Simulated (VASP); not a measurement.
# SiC (P6_3mc) in VASP: settings compared, part 2 of 2

VASP 6.6.1. Earlier steps stand in the parts before.

**3. Relaxation of cell and atoms, PBE**

This run uses another cell than the first one, of 10.49 Å³/atom.

INCAR reads:

```
SYSTEM = SiC
  PREC = Accurate
  ENCUT = 600
  EDIFF = 1E-7
  ISMEAR = -1
  SIGMA = 0.05
  LREAL = .False.
  LASPH = .True.
  NELM = 80
  ALGO = Normal
  ISIF = 3
  LWAVE = .False.
  LCHARG = .False.
  GGA = PE
  IBRION = 2
  NSW = 60
  EDIFFG = -0.01
```

KPOINTS reads:

```
regular mesh
0
Gamma
  10 10 2
  0 0 0
```

POSCAR reads:

```
SiC
1.0
    3.0950000000      0.0000000000      0.0000000000
   -1.5475000000      2.6803486247      0.0000000000
    0.0000000000      0.0000000000     15.1700000000
Si C
6 6
Direct
    0.6666666667      0.3333333333      0.4583000000
    0.3333333333      0.6666666667      0.9583000000
    0.6666666667      0.3333333333      0.7917000000
    0.3333333333      0.6666666667      0.2917000000
    0.0000000000      0.0000000000      0.6250000000
    0.0000000000      0.0000000000      0.1250000000
    0.6666666667      0.3333333333      0.3333000000
    0.3333333333      0.6666666667      0.8333000000
    0.6666666667      0.3333333333      0.6667000000
    0.3333333333      0.6666666667      0.1667000000
    0.0000000000      0.0000000000      0.5000000000
    0.0000000000      0.0000000000      0.0000000000
```

Potentials or basis: VASP PAW PBE potentials, release 64 (Si, C).

Command:

```bash
> cat potpaw_PBE.64/Si/POTCAR potpaw_PBE.64/C/POTCAR > POTCAR
> mpirun -np 1 vasp_std > vasp.out
```

OUTCAR:

```text
SYSTEM = SiC
   PREC = Accurate
   ENCUT = 600
   EDIFF = 1E-7
   ISMEAR = -1
   LREAL = .False.
   LASPH = .True.
   NELM = 80
   ISIF = 3
   GGA = PE
   IBRION = 2
   NSW = 60
   EDIFFG = -0.01

 ion  position               nearest neighbor table
   1  0.667  0.333  0.458-  11 1.90  11 1.90  11 1.90   7 1.90   4 3.10   4 3.10   4 3.10   5 3.10
                             5 3.10   5 3.10
   2  0.333  0.667  0.958-  12 1.90  12 1.90  12 1.90   8 1.90   3 3.10   3 3.10   3 3.10   6 3.10
                             6 3.10   6 3.10
   3  0.667  0.333  0.792-   8 1.90   8 1.90   8 1.90   9 1.90   2 3.10   2 3.10   2 3.10   5 3.10
                             5 3.10   5 3.10
   4  0.333  0.667  0.292-   7 1.90   7 1.90   7 1.90  10 1.90   1 3.10   1 3.10   1 3.10   6 3.10
                             6 3.10   6 3.10
   5  0.000  0.000  0.625-   9 1.90   9 1.90   9 1.90  11 1.90   3 3.10   1 3.10   3 3.10   1 3.10
                             1 3.10   3 3.10
   6  0.000  0.000  0.125-  10 1.90  10 1.90  10 1.90  12 1.90   4 3.10   2 3.10   2 3.10   4 3.10
                             4 3.10   2 3.10
   7  0.667  0.333  0.333-   4 1.90   4 1.90   4 1.90   1 1.90
   8  0.333  0.667  0.833-   3 1.90   3 1.90   3 1.90   2 1.90
   9  0.667  0.333  0.667-   5 1.90   5 1.90   5 1.90   3 1.90
  10  0.333  0.667  0.167-   6 1.90   6 1.90   6 1.90   4 1.90
  11  0.000  0.000  0.500-   1 1.90   1 1.90   1 1.90   5 1.90
  12  0.000  0.000  0.000-   2 1.90   2 1.90   2 1.90   6 1.90

  LATTYP: Found a hexagonal cell.
 ALAT       =     3.0950000000
 C/A-ratio  =     4.9014539580

  Lattice vectors:

 A1 = (   3.0950000000,   0.0000000000,   0.0000000000)
 A2 = (  -1.5475000000,   2.6803486247,   0.0000000000)
 A3 = (   0.0000000000,   0.0000000000,  15.1700000000)

Analysis of symmetry for initial positions (statically):
=====================================================================
 Subroutine PRICEL returns:
 Original cell was already a primitive cell.

 Routine SETGRP: Setting up the symmetry group for a
 hexagonal supercell.

[... 162 lines left out ...]
  Fermi-wavevector in a.u.,A,eV,Ry     =   1.187252  2.243580 19.178312  1.409566
  Thomas-Fermi vector in A             =   2.323407
   LORBIT       =      0    0 simple, 1 ext, 2 COOP (PROOUT), +10 PAW based schemes
   GGA     = PE    functional components
   LHFCALC =     F    Hartree Fock is set to
   AEXX    =    0.0000 exact exchange contribution
   IVDW    =     0    specifies the selected vdW correction
   LEPSILON=     F    determine dielectric tensor
   LRPA    =     F    only Hartree local field effects (RPA)
 conjugate gradient relaxation of ions
 non-spin polarized calculation
  energy-cutoff  :      600.00
  volume of cell :      125.85
 maximum number of plane-waves:      4226
 NGX is ok and might be reduce to    28
   NGX = 13   NGY = 13   NGZ = 61

--------------------------------------- Ionic step        1  -------------------------------------------

 number of electron      47.9999999 magnetization

 Free energy of the ion-electron system (eV)
  ---------------------------------------------------
  ext. energy  EPLUGINS =         0.00000000
  ---------------------------------------------------
  free energy    TOTEN  =       -90.38044745 eV

  energy without entropy =      -90.38044745  energy(sigma->0) =      -90.38044745

------------------------ aborting loop because EDIFF is reached ----------------------------------------

  FORCE on cell =-STRESS in cart. coord.  units (eV):
  Direction    XX          YY          ZZ          XY          YZ          ZX
  --------------------------------------------------------------------------------------
  -------------------------------------------------------------------------------------
  Total       -0.1660149     -0.1660149      0.4397053      0.0000000      0.0000000      0.0000000
  in kB       -2.1135870     -2.1135870      5.5980235      0.0000000      0.0000000      0.0000000
  external PRESSURE =       0.4569498 kB  Pullay stress =       0.0000000 kB
[... 125 lines left out ...]
--------------------------------------- Ionic step        4  -------------------------------------------

 number of electron      47.9999999 magnetization

 Free energy of the ion-electron system (eV)
  ---------------------------------------------------
  ext. energy  EPLUGINS =         0.00000000
  ---------------------------------------------------
  free energy    TOTEN  =       -90.38148043 eV

  energy without entropy =      -90.38148043  energy(sigma->0) =      -90.38148043

 E-fermi :   8.9940     XC(G=0): -11.2942

 val. band max:        7.9975256088   @ k =   0.0000   0.0000   0.0000
 cond. band min:      10.0270045220   @ k =   0.5000  -0.0000   0.0000
 fundamental gap:      2.0294789132
 Fermi energy:         8.9940006518

 k-point     1 :       0.0000    0.0000    0.0000
  band No.  band energies     occupation
      1      -7.3500      2.00000
      2      -6.8349      2.00000
      3      -6.7985      2.00000
      4      -5.3230      2.00000
      5      -5.2948      2.00000
      6      -3.8352      2.00000
[... 805 lines left out ...]
     30      13.2388      0.00000
     31      13.7245      0.00000

 [... further k-points ...]
[... 5 lines left out ...]
  --------------------------------------------------------------------------------------
  -------------------------------------------------------------------------------------
  Total       -0.0049841     -0.0049841     -0.0065614      0.0000000      0.0000000      0.0000000
  in kB       -0.0634380     -0.0634380     -0.0835143      0.0000000      0.0000000      0.0000000
  external PRESSURE =      -0.0701301 kB  Pullay stress =       0.0000000 kB
[... 27 lines left out ...]
  FREE ENERGIE OF THE ION-ELECTRON SYSTEM (eV)
  ---------------------------------------------------
  free  energy   TOTEN  =       -90.3814804349 eV

  energy  without entropy=      -90.3814804347  energy(sigma->0) =      -90.38148043

 reached required accuracy - stopping structural energy minimisation
```

Wall time 3.6 min (1 thread of Intel Xeon 6975P-C (Granite Rapids), shared host); peak memory 0.35 GiB.

What came out:

* Free energy: -90.3815 eV
* Relaxed volume: 10.49 Å³/atom
* Relaxed cell: a = 3.094 Å, b = 3.094 Å, c = 15.182 Å, α = 90.00°, β = 90.00°, γ = 120.00°
* Space group after relaxing (to 0.1 Å): P6_3mc (No. 186)
* Energy gained by relaxing: 0.1 meV/atom
* Ionic steps: 4
* Pressure after relaxing: 0.0 GPa
* Largest force after relaxing: 0.005 eV/Å
* Band gap on the k mesh: 2.03 eV (least direct gap 3.13 eV)

Forces on the atoms (eV/Å):
```
Si   0.000  0.000 -0.003
Si   0.000  0.000 -0.003
Si   0.000  0.000  0.005
Si   0.000  0.000  0.005
Si   0.000  0.000  0.000
Si   0.000  0.000  0.000
C    0.000  0.000  0.000
C    0.000  0.000  0.000
C    0.000  0.000 -0.001
C    0.000  0.000 -0.001
C    0.000  0.000 -0.001
C    0.000  0.000 -0.001
```

Step by step:
```tsv
step	energy change (eV)	largest force (eV/Å)	pressure (GPa)	volume (Å³)
1	0.0000	0.1416	0.05	125.85
2	-0.0001	0.1098	-0.04	125.90
3	-0.0009	0.0294	0.00	125.87
4	-0.0010	0.0046	-0.01	125.88
```

Final structure:
```
CELL_PARAMETERS angstrom
3.09412 0.00000 0.00000
-1.54706 2.67958 0.00000
0.00000 0.00000 15.18248
ATOMIC_POSITIONS crystal
Si 0.66667 0.33333 0.45831
Si 0.33333 0.66667 0.95831
Si 0.66667 0.33333 0.79181
Si 0.33333 0.66667 0.29181
Si 0.00000 0.00000 0.62504
Si 0.00000 0.00000 0.12504
C 0.66667 0.33333 0.33331
C 0.33333 0.66667 0.83331
C 0.66667 0.33333 0.66683
C 0.33333 0.66667 0.16683
C 0.00000 0.00000 0.49969
C 0.00000 0.00000 0.99969
```

A k mesh can miss the band edges. A hybrid or GW would open this gap; PBE tends to underestimate it.

**4. Relaxation of cell and atoms, RPBE**

This run uses another cell than the first one, of 10.49 Å³/atom.

INCAR reads:

```
  PREC = Accurate
  ENCUT = 600
  EDIFF = 1E-6
  ISMEAR = -1
  SIGMA = 0.05
  LREAL = F
  LASPH = T
  NELM = 60
  ALGO = Normal
  ISIF = 3
  LWAVE = F
  LCHARG = F
  GGA = RP
  IBRION = 2
  NSW = 60
  EDIFFG = -0.01
```

KPOINTS reads:

```
Automatic mesh
0
Gamma
  10 10 2
```

POSCAR is that of step 3.

Command:

```bash
> cat potpaw_PBE.64/Si/POTCAR potpaw_PBE.64/C/POTCAR > POTCAR
> mpirun -np 1 vasp_std > vasp.out
```

Wall time 4 min (1 thread of Intel Xeon 6975P-C (Granite Rapids), shared host); peak memory 0.35 GiB.

It converged, with:

```
Free energy                           : -85.9641 eV
Relaxed volume                        : 10.62 Å³/atom
Relaxed cell                          : a = 3.107 Å, b = 3.107 Å, c = 15.247 Å, α = 90.00°, β = 90.00°, γ = 120.00°
Space group after relaxing (to 0.1 Å) : P6_3mc (No. 186)
Energy gained by relaxing             : 1.3 meV/atom
Ionic steps                           : 7
Pressure after relaxing               : 0.1 GPa
Largest force after relaxing          : 0.006 eV/Å
Band gap on the k mesh                : 2.05 eV (least direct gap 3.13 eV)
```

Forces on the atoms (eV/Å):
```
Si   0.000  0.000 -0.003
Si   0.000  0.000 -0.003
Si   0.000  0.000 -0.003
Si   0.000  0.000 -0.003
Si   0.000  0.000 -0.002
Si   0.000  0.000 -0.002
C    0.000  0.000  0.002
C    0.000  0.000  0.002
C    0.000  0.000 -0.001
C    0.000  0.000 -0.001
C    0.000  0.000  0.006
C    0.000  0.000  0.006
```

Step by step:
| step | energy change (eV) | largest force (eV/Å) | pressure (GPa) | volume (Å³) |
| --- | --- | --- | --- | --- |
| 1 | 0.0000 | 0.1406 | 2.78 | 125.85 |
| 2 | -0.0005 | 0.1081 | -2.61 | 129.19 |
| 3 | -0.0151 | 0.0282 | 0.00 | 127.51 |
| 4 | -0.0151 | 0.0298 | -0.05 | 127.54 |
| 5 | -0.0152 | 0.0111 | -0.07 | 127.55 |
| 6 | -0.0152 | 0.0117 | -0.07 | 127.55 |
| 7 | -0.0152 | 0.0061 | 0.05 | 127.48 |

Final structure:
```xyz
12
Lattice="3.1072 0.0000 0.0000 -1.5536 2.6909 0.0000 0.0000 0.0000 15.2468" Properties=species:S:1:pos:R:3 pbc="T T T"
Si    1.5536    0.8970    6.9879
Si    0.0000    1.7939   14.6112
Si    1.5536    0.8970   12.0728
Si    0.0000    1.7939    4.4494
Si   -1.5536    2.6909    9.5299
Si    3.1072    0.0000    1.9065
C     1.5536    0.8970    5.0819
C     0.0000    1.7939   12.7053
C     1.5536    0.8970   10.1670
C     0.0000    1.7939    2.5436
C     0.0000    0.0000    7.6184
C    -1.5536    2.6909   15.2418
```

Levels at points of the mesh, in eV from the valence-band top:
| k point | band 22 | band 23 | band 24 | band 25 | band 26 | band 27 |
| --- | --- | --- | --- | --- | --- | --- |
| (0.00, 0.00, 0.00) | -0.03 | 0.00 | 0.00 | 4.99 | 5.16 | 5.56 |
| (0.50, 0.00, 0.00) | -1.75 | -1.63 | -1.09 | 2.05 | 2.23 | 3.20 |
| (0.00, 0.00, 0.50) | -0.09 | -0.09 | -0.09 | 5.06 | 5.06 | 5.80 |
| (0.50, 0.00, 0.50) | -1.69 | -1.29 | -1.29 | 2.08 | 2.08 | 3.43 |

Caveat: the PAW data sets were made with another functional, which shifts forces and pressure a little. A k mesh can miss the band edges.

**5. The runs side by side**

| task | level | cell | cutoff (eV) | gap on the mesh (eV) | pressure (GPa) | relaxed volume (Å³/atom) | largest force (eV/Å) |
| --- | --- | --- | --- | --- | --- | --- | --- |
| single point | revPBE | a = 3.115, b = 3.115, c = 15.270 Å, angles 90.0, 90.0, 120.0°, 12 atoms | 520 | 2.03 | -1.9 | - | 0.14 |
| relaxation of cell and atoms | PBE | relaxed from a = 3.095, b = 3.095, c = 15.170 Å, angles 90.0, 90.0, 120.0°, 12 atoms | 600 | 2.03 | 0.0 | 10.49 | - |
| relaxation of cell and atoms | RPBE | relaxed from a = 3.095, b = 3.095, c = 15.170 Å, angles 90.0, 90.0, 120.0°, 12 atoms | 600 | 2.05 | 0.1 | 10.62 | 0.01 |

Alike in all rows: potentials or basis VASP PAW PBE potentials, release 64 (Si, C); no spin polarisation; k mesh 10 × 10 × 2; smearing fermi-dirac 0.05 eV.

Caveats: the PAW data sets were made with another functional, which shifts forces and pressure a little (at least some runs).

Absolute energies hang on the potentials; compare differences alone.
